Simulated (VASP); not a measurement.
# ZnCu (P4mm) in VASP: a series of runs

Runs on ZnCu. Level: PBE. Tasks: single point.

Everything below comes from runs of VASP 6.6.1. Logs are shortened: lines on timing, memory, paths and dates and some standing lists are left out, and cuts for length are marked.

**1. The cell of the first run**

Symmetry: P4mm, No. 99, tetragonal system. Conventional cell: a = 2.945 Å, b = 2.945 Å, c = 2.945 Å, α = 90.00°, β = 90.00°, γ = 90.00°. Zn (site symmetry 4mm) has 4 Cu at 2.14 Å within 2.8 Å. Within 2.8 Å of Cu (site symmetry 4mm) lie 4 Zn at 2.14 Å.

**2. Single point, PBE**

File INCAR:

```
PREC = Accurate
ENCUT = 520
EDIFF = 1E-6
ISMEAR = -1
SIGMA = 0.05
LREAL = False
LASPH = True
NELM = 60
ALGO = Normal
ISIF = 2
LWAVE = False
LCHARG = False
GGA = PE
NBANDS = 18
```

File KPOINTS:

```
regular mesh
0
Gamma
  8 8 8
```

File POSCAR:

```
ZnCu
1.0
    2.9450000000      0.0000000000      0.0000000000
    0.0000000000      2.9450000000      0.0000000000
    0.0000000000      0.0000000000      2.9450000000
Zn Cu
1 1
Direct
    0.5000000000      0.5000000000      0.5000000000
    0.6666665535      0.0000000000      0.0000000000
```

Potentials or basis: VASP PAW PBE potentials, release 64 (Zn, Cu).

The run is started by

```sh
$ cat potpaw_PBE.64/Zn/POTCAR potpaw_PBE.64/Cu/POTCAR > POTCAR
$ mpirun -np 1 vasp_std > vasp.out
```

OUTCAR:

```text
PREC = Accurate
   ENCUT = 520
   EDIFF = 1E-6
   ISMEAR = -1
   LREAL = False
   LASPH = True
   NELM = 60
   ISIF = 2
   GGA = PE

 ion  position               nearest neighbor table
   1  0.500  0.500  0.500-   2 2.14   2 2.14   2 2.14   2 2.14
   2  0.667  0.000  0.000-   1 2.14   1 2.14   1 2.14   1 2.14

  LATTYP: Found a simple cubic cell.
 ALAT       =     2.9450000000

  Lattice vectors:

 A1 = (   2.9450000000,   0.0000000000,   0.0000000000)
 A2 = (   0.0000000000,   2.9450000000,   0.0000000000)
 A3 = (   0.0000000000,   0.0000000000,   2.9450000000)

Analysis of symmetry for initial positions (statically):
=====================================================================
 Subroutine PRICEL returns:
 Original cell was already a primitive cell.

 Routine SETGRP: Setting up the symmetry group for a
 simple cubic supercell.

 Subroutine GETGRP returns: Found  8 space group operations
 (whereof  8 operations were pure point group operations)
 out of a pool of 48 trial point group operations.

The static configuration has the point symmetry C_4v.

Analysis of symmetry for dynamics (positions and initial velocities):
=====================================================================
 Subroutine PRICEL returns:
 Original cell was already a primitive cell.

 Routine SETGRP: Setting up the symmetry group for a
 simple cubic supercell.

 Subroutine GETGRP returns: Found  8 space group operations
 (whereof  8 operations were pure point group operations)
 out of a pool of 48 trial point group operations.

The dynamic configuration has the point symmetry C_4v.

 Subroutine INISYM returns: Found  8 space group operations
 (whereof  8 operations are pure point group operations),
 and found     1 'primitive' translations

----------------------------------------------------------------------------------------

                                     Primitive cell

  volume of cell :      25.5421

  direct lattice vectors                    reciprocal lattice vectors
     2.945000000  0.000000000  0.000000000     0.339558574  0.000000000  0.000000000
     0.000000000  2.945000000  0.000000000     0.000000000  0.339558574  0.000000000
     0.000000000  0.000000000  2.945000000     0.000000000  0.000000000  0.339558574

  length of vectors
     2.945000000  2.945000000  2.945000000     0.339558574  0.339558574  0.339558574

  position of ions in fractional coordinates (direct lattice)
     0.500000000  0.500000000  0.500000000
     0.666666554  0.000000000  0.000000000

  ion indices of the primitive-cell ions
   primitive index   ion index
                 1           1
                 2           2

----------------------------------------------------------------------------------------

 KPOINTS: regular mesh

Automatic generation of k-mesh.
 Grid dimensions read from file:
 generate k-points for:    8    8    8

 Generating k-lattice:

  Cartesian coordinates                     Fractional coordinates (reciprocal lattice)
     0.042444822  0.000000000  0.000000000     0.125000000  0.000000000  0.000000000
     0.000000000  0.042444822  0.000000000     0.000000000  0.125000000  0.000000000
     0.000000000  0.000000000  0.042444822     0.000000000  0.000000000  0.125000000

  Length of vectors
     0.042444822  0.042444822  0.042444822

  Shift w.r.t. Gamma in fractional coordinates (k-lattice)
     0.000000000  0.000000000  0.000000000

 Subroutine IBZKPT returns following result:
 ===========================================

 Found     75 irreducible k-points:

 Following reciprocal coordinates:
            Coordinates               Weight
  0.000000  0.000000  0.000000      1.000000
  0.125000  0.000000  0.000000      2.000000
  0.000000  0.125000  0.000000      4.000000
  0.250000  0.000000  0.000000      2.000000
  0.000000  0.250000  0.000000      4.000000
  0.375000  0.000000  0.000000      2.000000
[... 16 lines left out ...]
  0.375000  0.250000  0.000000      8.000000
  0.000000  0.375000  0.250000      8.000000
 [... further k-points ...]
   k-points           NKPTS =     75   k-points in BZ     NKDIM =     75   number of bands    NBANDS=     18
   number of dos      NEDOS =    301   number of ions     NIONS =      2
   total plane-waves  NPLWV =  13824
   dimension x,y,z NGX =    24 NGY =   24 NGZ =   24
   dimension x,y,z NGXF=    48 NGYF=   48 NGZF=   48
   ions per type =               1   1
   NGX,Y,Z   is equivalent  to a cutoff of  13.55, 13.55, 13.55 a.u.
   NGXF,Y,Z  is equivalent  to a cutoff of  27.10, 27.10, 27.10 a.u.
 SYSTEM =  unknown system
   PREC   = accura    normal or accurate (medium, high low for compatibility)
   ISTART =      0    job   : 0-new  1-cont  2-samecut
   ICHARG =      2    charge: 1-file 2-atom 10-const
   ISPIN  =      1    spin polarized calculation?
   LNONCOLLINEAR =      F non collinear calculations
   LSORBIT =      F    spin-orbit coupling
   LASPH  =      T    aspherical Exc in radial PAW
   ENCUT  =  520.0 eV  38.22 Ry    6.18 a.u.   5.48  5.48  5.48*2*pi/ulx,y,z
   NELM   =     60;   NELMIN=  2; NELMDL= -5     # of ELM steps
   EDIFF  = 0.1E-05   stopping-criterion for ELM
   LREAL  =      F    real-space projection
   EDIFFG = 0.1E-04   stopping-criterion for IOM
   NSW    =      0    number of steps for IOM
   IBRION =     -1    ionic relax: 0-MD 1-quasi-New 2-CG
   NFREE  =      0    steps in history (QN), initial steepest desc. (CG)
   ISIF   =      2    stress and relaxation
   ISYM   =      2    0-nonsym 1-usesym 2-fastsym
   POTIM  = 0.5000    time-step for ionic-motion
   TEBEG  =    0.0;   TEEND  =   0.0 temperature during run
   PSTRESS=    0.0 pullay stress
   NELECT =      23.0000    total number of electrons
   NUPDOWN=      -1.0000    fix difference up-down
   EMIN   =  10.00;   EMAX   =-10.00  energy-range for DOS
   EFERMI =   0.00;   METHOD = LEGACY
   ISMEAR =    -1;   SIGMA  =   0.05  broadening in eV -4-tet -1-fermi 0-gaus
   EFERMI_NEDOS =   21; number of points for ismear=-14 and -15
   IALGO  =     38    algorithm
   IMIX   =      4    mixing-type and parameters
     AMIX     =   0.40;   BMIX     =  1.00
     AMIX_MAG =   1.60;   BMIX_MAG =  1.00
  volume/ion in A,a.u.               =      12.77        86.18
  Fermi-wavevector in a.u.,A,eV,Ry     =   1.580880  2.987429 34.003415  2.499180
  Thomas-Fermi vector in A             =   2.681040
   LORBIT       =      0    0 simple, 1 ext, 2 COOP (PROOUT), +10 PAW based schemes
   GGA     = PE    functional components
   LHFCALC =     F    Hartree Fock is set to
   AEXX    =    0.0000 exact exchange contribution
   IVDW    =     0    specifies the selected vdW correction
   LEPSILON=     F    determine dielectric tensor
   LRPA    =     F    only Hartree local field effects (RPA)
 non-spin polarized calculation
  energy-cutoff  :      520.00
  volume of cell :       25.54
 maximum number of plane-waves:       703
 NGX is ok and might be reduce to    24
   NGX = 11   NGY = 11   NGZ = 11

 number of electron      23.0000000 magnetization

 Free energy of the ion-electron system (eV)
  ---------------------------------------------------
  ext. energy  EPLUGINS =         0.00000000
  ---------------------------------------------------
  free energy    TOTEN  =        -3.11629177 eV

  energy without entropy =       -3.11255293  energy(sigma->0) =       -3.11442235

 E-fermi :   5.3856     XC(G=0): -12.2100

 val. band max:        5.3421606185   @ k =   0.3750   0.3750   0.0000
 cond. band min:       5.3912673597   @ k =   0.3750   0.5000   0.3750
 fundamental gap:      0.0491067412
 Fermi energy:         5.3856480828

 k-point     1 :       0.0000    0.0000    0.0000
  band No.  band energies     occupation
      1      -4.9441      2.00000
      2      -3.1949      2.00000
      3      -2.6970      2.00000
      4      -2.4698      2.00000
      5      -1.8707      2.00000
      6      -1.8707      2.00000
[... 10 lines left out ...]
     17      17.6057      0.00000
     18      29.3693      0.00000

 k-point     2 :       0.1250    0.0000    0.0000
  band No.  band energies     occupation
      1      -4.7219      2.00000
      2      -3.1758      2.00000
      3      -2.6914      2.00000
      4      -2.3883      2.00000
      5      -1.9038      2.00000
      6      -1.9038      2.00000
[... 10 lines left out ...]
     17      19.1056      0.00000
     18      26.9403      0.00000

 k-point     3 :       0.0000    0.1250    0.0000
  band No.  band energies     occupation
      1      -4.6547      2.00000
      2      -3.1006      2.00000
      3      -2.6756      2.00000
      4      -2.4642      2.00000
      5      -1.9231      2.00000
      6      -1.8686      2.00000
[... 10 lines left out ...]
     17      19.8427      0.00000
     18      26.9639      0.00000

 k-point     4 :       0.2500    0.0000    0.0000
  band No.  band energies     occupation
      1      -4.1535      2.00000
      2      -3.1293      2.00000
      3      -2.6777      2.00000
      4      -2.0830      2.00000
      5      -1.9827      2.00000
      6      -1.9827      2.00000
[... 375 lines left out ...]
      4      -2.2204      2.00000
      5      -2.0167      2.00000
      6      -1.9718      2.00000
[... 10 lines left out ...]
     17      24.5460      0.00000
     18      24.8728      0.00000

 k-point    23 :       0.3750    0.2500    0.0000
  band No.  band energies     occupation
      1      -3.0315      2.00000
      2      -2.7167      2.00000
      3      -2.6097      2.00000
      4      -2.2627      2.00000
      5      -2.0361      2.00000
      6      -0.8470      2.00000
[... 10 lines left out ...]
     17      22.4863      0.00000
     18      23.0508      0.00000

 k-point    24 :       0.0000    0.3750    0.2500
  band No.  band energies     occupation
      1      -2.8470      2.00000
      2      -2.4105      2.00000
      3      -2.2510      2.00000
      4      -2.1475      2.00000
      5      -2.0055      2.00000
      6      -1.1457      2.00000
[... 10 lines left out ...]
     17      22.7374      0.00000
     18      22.9614      0.00000

 [... further k-points ...]

------------------------ aborting loop because EDIFF is reached ----------------------------------------

  FORCE on cell =-STRESS in cart. coord.  units (eV):
  Direction    XX          YY          ZZ          XY          YZ          ZX
  --------------------------------------------------------------------------------------
  -------------------------------------------------------------------------------------
  Total        0.5302453     10.2041569     10.2041569      0.0000000      0.0000000      0.0000000
  in kB       33.2607094    640.0763974    640.0763974      0.0000000      0.0000000      0.0000000
  external PRESSURE =     437.8045014 kB  Pullay stress =       0.0000000 kB

 VOLUME and BASIS-vectors are now :
 -----------------------------------------------------------------------------
  energy-cutoff  :      520.00
  volume of cell :       25.54
      direct lattice vectors                 reciprocal lattice vectors
     2.945000000  0.000000000  0.000000000     0.339558574  0.000000000  0.000000000
     0.000000000  2.945000000  0.000000000     0.000000000  0.339558574  0.000000000
     0.000000000  0.000000000  2.945000000     0.000000000  0.000000000  0.339558574

 POSITION                                       TOTAL-FORCE (eV/Angst)
 -----------------------------------------------------------------------------------
      1.47250      1.47250      1.47250        -2.739515      0.000000      0.000000
      1.96333      0.00000      0.00000         2.739515     -0.000000     -0.000000
 -----------------------------------------------------------------------------------
    total drift:                               -0.000158      0.000000     -0.000000

  FREE ENERGIE OF THE ION-ELECTRON SYSTEM (eV)
  ---------------------------------------------------
  free  energy   TOTEN  =        -3.1162917672 eV

  energy  without entropy=       -3.1125529343  energy(sigma->0) =       -3.11442235
```

It took 43 s on 1 thread of Intel Xeon 8259CL, shared host; peak memory 0.16 GiB.

What came out:

```yaml
Free_energy: -3.1163 eV
Pressure: 43.8 GPa
Largest_force: 2.740 eV/Å
Band_gap_on_the_k_mesh: zero (an odd number of electrons rules out a gap without spin polarisation)
```

Forces on the atoms (eV/Å):
```
Zn  -2.740  0.000  0.000
Cu   2.740  0.000  0.000
```

Stress tensor (GPa, compression positive):
```
 3.33  0.00  0.00
 0.00 64.01  0.00
 0.00  0.00 64.01
```

Levels at points of the mesh, in eV from the Fermi level:
```tsv
k point	band 10	band 11	band 12	band 13	band 14	band 15
(0.00, 0.00, 0.00)	-3.01	-2.57	6.28	6.28	7.68	10.47
(0.50, 0.00, 0.00)	-3.30	-2.58	-1.92	9.36	9.36	12.57
(0.00, 0.50, 0.00)	-3.12	-2.82	-2.41	10.76	11.71	12.16
(0.50, 0.50, 0.00)	-2.75	-1.99	-0.56	1.86	1.93	14.87
(0.00, 0.50, 0.50)	-2.91	-1.72	-1.72	2.25	2.53	14.66
(0.50, 0.50, 0.50)	-2.57	1.32	1.32	3.44	4.59	5.91
```

Caveat: the stress differs along the axes, from 3 to 64 GPa; forces of over 1 eV/Å act on the atoms, so gaps and moduli don't describe the material at rest.

**3. Single point, PBE**

File INCAR:

```
ALGO = Normal
EDIFF = 1E-6
ENCUT = 520
GGA = PE
ISIF = 2
ISMEAR = -1
LASPH = T
LCHARG = T
LELF = T
LREAL = F
LVHAR = T
LWAVE = F
NBANDS = 18
NELM = 100
PREC = Accurate
SIGMA = 0.05
```

File KPOINTS:

```
k-points
0
Gamma
  8 8 8
```

POSCAR: that of step 2 with these lines changed.

```diff
@@ -9,2 +9,2 @@
     0.5000000000      0.5000000000      0.5000000000
-    0.6666665535      0.0000000000      0.0000000000
+    0.8333334465      0.0000000000      0.0000000000
```

Potentials or basis: VASP PAW PBE potentials, release 64 (Zn, Cu).

The run is started by

```sh
$ cat potpaw_PBE.64/Zn/POTCAR potpaw_PBE.64/Cu/POTCAR > POTCAR
$ mpirun -np 1 vasp_std > vasp.out
```

Wall time 44 s (1 thread of Intel Xeon 8259CL, shared host); peak memory 0.16 GiB.

It converged, with:

```
Free energy            : -4.4519 eV
Pressure               : 15.7 GPa
Largest force          : 2.220 eV/Å
Band gap on the k mesh : zero (an odd number of electrons rules out a gap without spin polarisation)
```

Forces in eV/Å, atoms in the order of the input:
```
Zn  -2.220  0.000  0.000
Cu   2.220  0.000  0.000
```

Stress tensor (GPa, compression positive):
```
 5.57  0.00  0.00
 0.00 20.80  0.00
 0.00  0.00 20.80
```

Levels at points of the mesh, in eV from the Fermi level:
```tsv
k point	band 10	band 11	band 12	band 13	band 14	band 15
(0.00, 0.00, 0.00)	-2.78	-2.68	6.35	6.35	7.64	10.17
(0.50, 0.00, 0.00)	-3.23	-2.73	-1.82	10.58	10.58	13.30
(0.00, 0.50, 0.00)	-2.98	-2.66	-2.04	10.71	11.63	11.93
(0.50, 0.50, 0.00)	-2.47	-1.84	-1.36	1.83	2.09	14.29
(0.00, 0.50, 0.50)	-2.53	-1.66	-1.66	1.97	2.31	14.64
(0.50, 0.50, 0.50)	-2.45	2.82	2.82	3.66	4.51	5.23
```

Caveat: the stress differs along the axes, from 6 to 21 GPa; forces of over 1 eV/Å act on the atoms, so gaps and moduli don't describe the material at rest.

The gap in the log of VASP goes by the Fermi energy; the results here count the filled bands.